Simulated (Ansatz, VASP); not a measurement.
Two plane-wave programs on Ge2P

```
CELL_PARAMETERS angstrom
4.95679 0.00000 0.00000
0.00000 4.95679 0.00000
0.00000 0.00000 2.67090
ATOMIC_POSITIONS crystal
Ge 0.00000 0.50000 0.00000
Ge 0.50000 0.00000 0.00000
P 0.00000 0.00000 0.00000
```

Change from the starting cell: species swapped into the CuI2 type (P4/mmm, No. 123).

Alike in both runs: task relaxation of cell and atoms; functional PBE; k mesh 4 × 4 × 6; occupations gaussian, width 0.1 eV; no spin polarisation.

|  | VASP | Ansatz |
| --- | --- | --- |
| version | VASP 6.6.1 | Ansatz 0.2.0 |
| potentials or method | VASP PAW PBE potentials, release 64 (Ge_d, P), cutoff 600 eV | scalar-relativistic, plane waves, PAW |
| valence electrons in the cell | 33 | 33 |

Ansatz gave:

- gap on the k mesh at the Fermi level, each at its own relaxed structure (eV): none
- relaxed volume (Å³/atom): 21.67
- relaxed cell length with the largest relative difference (Å): 5.142

Task: Estimate VASP's values.

Result: gap on the k mesh at the Fermi level, each at its own relaxed structure (eV): none; relaxed volume (Å³/atom): 21.68; relaxed cell length with the largest relative difference (Å): 5.144.

A gap of «none» marks a metal or a gap that the smearing closes.

The k mesh is coarse, so the values compare programs but aren't converged.
